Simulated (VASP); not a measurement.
Runs of VASP 6.6.1 on AlP. The structure is that of space group F-43m (No. 216), or close to it. The cells are those of the table. 

```tsv
task	level	potentials or basis	cell	k mesh	cutoff (eV)	smearing	GW scheme	GW iterations	cutoff of the response function	frequency points	empty bands	gap on the mesh (eV)	pressure (GPa)	relaxed volume (Å³/atom)
relaxation of cell and atoms	PBE	VASP PAW PBE potentials, release 64 (Al, P)	relaxed from a = 3.854 Å, angles 60.0°, 2 atoms	8 × 8 × 8	500	fermi-dirac 0.02 eV	-	-	-	-	-	1.63	0.0	(b)
single point	PBEsol	VASP PAW PBE potentials, release 64 (Al, P)	a = 3.868 Å, angles 60.0°, 2 atoms	8 × 8 × 8	500	fermi-dirac 0.02 eV	-	-	-	-	-	1.45	0.0	-
relaxation of cell and atoms	LDA	VASP PAW LDA potentials, release 64 (Al, P)	relaxed from a = 3.894 Å, angles 60.0°, 2 atoms	8 × 8 × 8	500	fermi-dirac 0.02 eV	-	-	-	-	-	1.42	0.0	(a)
single point	LDA	VASP PAW LDA potentials, release 64 (Al, P)	a = 3.843 Å, angles 60.0°, 2 atoms	8 × 8 × 8	500	fermi-dirac 0.02 eV	-	-	-	-	-	1.41	0.0	-
single point	PBE	VASP PAW PBE potentials, release 64 (Al, P)	a = 3.894 Å, angles 60.0°, 2 atoms	8 × 8 × 8	500	fermi-dirac 0.02 eV	-	-	-	-	-	1.63	0.0	-
single point	LDA	VASP PAW LDA potentials, release 64 (Al, P)	a = 3.874 Å, angles 60.0°, 2 atoms	8 × 8 × 8	500	gaussian 0.01 eV	-	-	-	-	-	(c)	-2.1	-
single point	r2SCAN	VASP PAW PBE potentials, release 64 (Al, P)	a = 3.874 Å, angles 60.0°, 2 atoms	8 × 8 × 8	550	fermi-dirac 0.02 eV	-	-	-	-	-	1.93	-0.3	-
```

Alike in all rows: no spin polarisation.

Fill in the values left out.

(a) 20.07; (b) 20.86; (c) 1.46.

Caveats: the PAW data sets were made with another functional, which shifts forces and pressure a little (some runs).

A k mesh can miss the band edges.
